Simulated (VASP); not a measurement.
Write the native input for VASP 6.6.1 that does the following.

| Quantity | Value |
| --- | --- |
| Task | electric field gradients |
| Functional | PBE |
| Potentials or basis | VASP PAW PBE potentials, release 64 (Pb_d, S) |
| Cutoff | 520 eV |
| k mesh | 7 × 7 × 2 |
| Occupations | fermi-dirac, width 0.02 eV |
| Spin | no spin polarisation |
| Dipole correction | no |
| Further INCAR settings | ALGO = Normal; EDIFF = 1e-08; NBANDS = 28 |

The structure of PbS lies in POSCAR:

```
PbS
1.0
    2.9851277291     -2.9847140400      0.0000000000
    2.9851277291      2.9847140400      0.0000000000
   -1.2665019442      0.0000000000     16.5175013577
Pb S
2 2
Direct
    0.2324266300      0.2324266300      0.9137739700
    0.7675733700      0.7675733700      0.0862260300
    0.7339949200      0.7339949200      0.9251565100
    0.2660050800      0.2660050800      0.0748434900
```

These files were run (other wordings do the same):

INCAR

```
SYSTEM = PbS
  PREC = Accurate
  ENCUT = 520
  EDIFF = 1E-8
  ISMEAR = -1
  SIGMA = 0.02
  LREAL = .FALSE.
  LASPH = .TRUE.
  NELM = 100
  ALGO = Normal
  ISIF = 2
  LWAVE = .FALSE.
  LCHARG = .FALSE.
  GGA = PE
  LEFG = .TRUE.
  NBANDS = 28
```

KPOINTS

```
Automatic mesh
0
G
  7 7 2
  0 0 0
```

Potentials or basis: VASP PAW PBE potentials, release 64 (Pb_d, S).

The run is started by

```console
$ cat potpaw_PBE.64/Pb_d/POTCAR potpaw_PBE.64/S/POTCAR > POTCAR
$ mpirun -np 1 vasp_std > vasp.out
```

Results of the run:

```
Largest force          : 0.172 eV/Å
Band gap on the k mesh : 1.74 eV, direct
```

Caveat: without QUAD_EFG the Cq values of the log hold for a quadrupole moment of 1 mb, not for the nuclei; spin-orbit coupling is left out, which moves the levels of the heavy elements.

Run time: 3.7 min on 1 thread of Intel(R) Xeon(R) Platinum 8488C (Sapphire Rapids) (shared host), peak memory 0.48 GiB.
